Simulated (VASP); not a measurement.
Re:

```
Re
1.0
     2.34376    0.00000    0.00000
    -1.17188    2.02975    0.00000
     0.00000    0.00000    3.77857
Re
2
Cartesian
  0.0000 1.3532 0.9446
  1.1719 0.6766 2.8339
```

Base run:

```yaml
Program: VASP 6.6.1
Functional: PBE
Potentials_or_basis: VASP PAW PBE potentials, release 64 (Re_sv_GW)
Cutoff: 500 eV
k_mesh: 19 × 19 × 10
Occupations: fermi-dirac, width 0.08 eV
Spin: no spin polarisation
```

Its results: band gap on the k mesh zero (band 15 reaches 27.38 eV, above the bottom of band 16 at 20.08 eV); pressure 541.1 GPa.

**Question.** The run is repeated on the same cell with these changes: potentials or basis from VASP PAW PBE potentials, release 64 (Re_sv_GW) to VASP PAW PBE potentials, release 64 (Re); cutoff from 500 eV to 520 eV; further incar settings from ALGO = Normal; EDIFF = 1e-06; NBANDS = 22 to ALGO = Normal; EDIFF = 1e-06; NBANDS = 14; valence electrons from 30 to 14. What comes out?

**Answer.** Band gap on the k mesh zero (band 7 reaches 19.51 eV, above the bottom of band 8 at 11.95 eV); pressure 553.0 GPa.

Caveats: spin-orbit coupling is left out, which moves the levels of the heavy elements.
